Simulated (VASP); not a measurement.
A run of VASP 6.6.1:

File POSCAR:

```
HfB2
1.0
    3.1563923700      0.0000000000      0.0000000000
   -1.5781961900      2.7335159800      0.0000000000
    0.0000000000      0.0000000000      3.5051155300
Hf B
1 2
Direct
    0.0000000000      0.0000000000      0.0000000000
    0.3333333300      0.6666666700      0.5000000000
    0.6666666700      0.3333333300      0.5000000000
```

The input INCAR.step1:

```
  ALGO = Normal
  EDIFF = 1E-5
  EDIFFG = -0.01
  ENCUT = 500
  GGA = PE
  GGA_COMPAT = F
  IBRION = 2
  ISMEAR = -1
  LASPH = T
  LCHARG = F
  LREAL = F
  LWAVE = T
  NELM = 120
  NELMIN = 4
  NSW = 100
  PREC = Accurate
  SIGMA = 0.1
```

File INCAR.step2:

```
  ALGO = Normal
  EDIFF = 1E-7
  EDIFFG = -0.01
  ENCUT = 500
  GGA_COMPAT = F
  IBRION = 2
  ISIF = 2
  ISMEAR = -1
  ISTART = 1
  LASPH = T
  LCHARG = F
  LMIXTAU = T
  LREAL = F
  LWAVE = F
  METAGGA = R2SCAN
  NELM = 120
  NELMIN = 4
  NSW = 50
  PREC = Accurate
  SIGMA = 0.1
```

Contents of KPOINTS:

```
k-points
0
Gamma
  12 12 10
```

Potentials or basis: VASP PAW PBE potentials, release 64 (Hf_pv, B).

Run with:

```bash
$ cat potpaw_PBE.64/Hf_pv/POTCAR potpaw_PBE.64/B/POTCAR > POTCAR
$ cp INCAR.step1 INCAR
$ mpirun -np 1 vasp_std > vasp.out
$ cp INCAR.step2 INCAR
$ mpirun -np 1 vasp_std > vasp.out
```

Hardware: 1 thread of AMD EPYC 9R45 96-Core Processor (Zen 5) (shared host).

Estimate the wall time of this run.

Wall time 110 s on 1 thread of AMD EPYC 9R45 96-Core Processor (Zen 5), on a shared host, peak memory 0.15 GiB. Counts: k points 114, ion steps 1.
